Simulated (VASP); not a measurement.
A run of VASP 6.6.1 is set up as follows.

The input INCAR:

```
PREC     = Accurate       # precision mode
ENCUT    = 520            # plane-wave cutoff, eV
EDIFF    = 1E-7           # SCF threshold, eV
ISMEAR   = 0              # smearing method
SIGMA    = 0.05           # smearing width, eV
LREAL    = F              # projectors in reciprocal space
LASPH    = T              # aspherical terms in the spheres
NELM     = 100            # most SCF steps
ALGO     = Normal         # electronic algorithm
ISIF     = 2              # what is computed and relaxed
LWAVE    = F              # write WAVECAR
LCHARG   = F              # write CHGCAR
GGA      = PS             # functional
NBANDS   = 16             # bands
```

KPOINTS

```
regular mesh
0
Gamma
  9 9 6
```

File POSCAR:

```
MgO
1.0
    3.3034677759      0.0000000000      0.0000000000
   -1.6517338880      2.8608870145      0.0000000000
    0.0000000000      0.0000000000      5.0193881071
Mg O
2 2
Direct
    0.3161439392      0.6540831568      0.0036583441
    0.6838560608      0.3459168432      0.5036583441
    0.3492799650      0.6783404112      0.4009416559
    0.6507200350      0.3216595888      0.9009416559
```

Potentials or basis: VASP PAW PBE potentials, release 64 (Mg, O).

The run is started by

```sh
$ cat potpaw_PBE.64/Mg/POTCAR potpaw_PBE.64/O/POTCAR > POTCAR
$ mpirun -np 1 vasp_std > vasp.out
```

Task: Predict the largest force.

Result: 0.175 eV/Å.

Task: Estimate the pressure.

Result: -0.4 GPa.

Forces in eV/Å, atoms in the order of the input:
```
Mg   0.127  0.119  0.017
Mg  -0.127 -0.119  0.017
O   -0.068 -0.072 -0.017
O    0.068  0.072 -0.017
```

Caveat: the cell differs from its parent crystal (mode 4 frozen in at -0.036 Å and mode 5 at -0.036 Å (largest displacements)); the PAW data sets were made with another functional, which shifts forces and pressure a little.
